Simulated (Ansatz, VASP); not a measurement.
Al in VASP and in Ansatz

The input POSCAR:

```
Al
1.0
    2.7047302854      0.0000000000      0.0000000000
    0.0000000000      2.7047302854      0.0000000000
    0.0000000000      0.0000000000      2.7047302854
Al
1
Direct
    0.0000000000      0.0000000000      0.0000000000
```

Contents of INCAR.step1:

```
SYSTEM = Al
  PREC = Accurate
  ENCUT = 600
  ISMEAR = 0
  SIGMA = 0.1
  LREAL = .FALSE.
  LASPH = .TRUE.
  NELM = 80
  GGA = PE
  ALGO = Normal
  EDIFF = 1E-4
  LWAVE = .TRUE.
  LCHARG = .FALSE.
```

INCAR.step2

```
SYSTEM = Al
  PREC = Accurate
  ENCUT = 600
  EDIFF = 1E-6
  ISMEAR = 0
  SIGMA = 0.1
  LREAL = .FALSE.
  LASPH = .TRUE.
  NELM = 80
  ALGO = Normal
  ISIF = 3
  LWAVE = .FALSE.
  LCHARG = .FALSE.
  METAGGA = R2SCAN
  LMIXTAU = .TRUE.
  IBRION = 2
  NSW = 100
  EDIFFG = -0.01
  ISTART = 1
```

Contents of KPOINTS:

```
regular mesh
0
G
  20 20 20
  0 0 0
```

Input for Ansatz:

```yaml
crystal:
  lattice:
    - [2.7047302854, 0.0, 0.0]
    - [0.0, 2.7047302854, 0.0]
    - [0.0, 0.0, 2.7047302854]
  atoms:
    - { symbol: Al, position: [0.0, 0.0, 0.0] }
basis:
  ecutwfc: 500
kpoints:
  mp_grid: { grid: [20, 20, 20] }
hamiltonian:
  xc: r2scan
scf:
  occupations: { method: gaussian, width: 0.1 }
output:
  forces: true
  stress: true
  eigenvalues: true
relax:
  adjacent_minimum: "off"
  f_tol: 0.01
  max_steps: 80
  cell: { stress_tol: 0.05 }
```

Alike in both runs: task relaxation of cell and atoms; functional r2SCAN; k mesh 20 × 20 × 20; occupations gaussian, width 0.1 eV; no spin polarisation.

```csv
,VASP,Ansatz
version,VASP 6.6.1,Ansatz 0.2.0
potentials or method,"VASP PAW PBE potentials, release 64 (Al), cutoff 600 eV","scalar-relativistic, plane waves, PAW"
valence electrons in the cell,3,3
```

|  | VASP | Ansatz | Ansatz less VASP |
| --- | --- | --- | --- |
| gap on the k mesh at the Fermi level, each at its own relaxed structure (eV) | none | none | - |
| relaxed volume (Å³/atom) | 19.79 | 19.85 | +0.062 |
| relaxed length of the cell vector where the two differ most in proportion (Å) | 2.705 | 2.708 | +0.0028 |

VASP's potentials were made for PBE, not for r2SCAN. A gap of «none» marks a metal or a gap that the smearing closes.

Noted on VASP's run: the relaxation stopped at its first step, so nothing moved.
